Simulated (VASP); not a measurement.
Wanted: the native input for a VASP 6.6.1 run.

| Property | Result |
| --- | --- |
| Task | single point |
| Functional | LDA |
| Potentials or basis | VASP PAW LDA potentials, release 64 (P, Ir_sv_GW) |
| Cutoff | 560 eV |
| k mesh | 14 × 14 × 14 |
| Occupations | gaussian, width 0.1 eV |
| Spin | no spin polarisation |
| Dipole correction | no |
| Further INCAR settings | ALGO = Normal; EDIFF = 1e-06; NBANDS = 26 |

The structure of PIr2 lies in POSCAR:

```
PIr2
1.0
    0.0000000000      2.7527110166      2.7527110166
    2.7527110166      0.0000000000      2.7527110166
    2.7527110166      2.7527110166      0.0000000000
P Ir
1 2
Direct
    0.0000000000      0.0000000000      0.0000000000
    0.2500000000      0.2500000000      0.2500000000
    0.7500000000      0.7500000000      0.7500000000
```

One way to write it, as run:

INCAR

```
SYSTEM = PIr2
PREC = Accurate
ENCUT = 560
EDIFF = 1E-6
ISMEAR = 0
SIGMA = 0.1
LREAL = .False.
LASPH = .True.
NELM = 120
ALGO = Normal
ISIF = 2
LWAVE = .False.
LCHARG = .False.
GGA = CA
NBANDS = 26
GGA_COMPAT = .False.
```

KPOINTS

```
regular mesh
0
Gamma
  14 14 14
  0 0 0
```

Potentials or basis: VASP PAW LDA potentials, release 64 (P, Ir_sv_GW).

Command:

```bash
$ cat potpaw_LDA.64/P/POTCAR potpaw_LDA.64/Ir_sv_GW/POTCAR > POTCAR
$ mpirun -np 1 vasp_std > vasp.out
```

Results of the run:

```
Pressure               : -0.4 GPa
Band gap on the k mesh : zero (an odd number of electrons rules out a gap without spin polarisation)
```

Caveat: spin-orbit coupling is left out, which moves the levels of the heavy elements.

Wall time 100 s on 1 thread of Intel(R) Xeon(R) Platinum 8259CL CPU @ 2.50GHz (Skylake/Cascade Lake), on a shared host, peak memory 0.24 GiB.
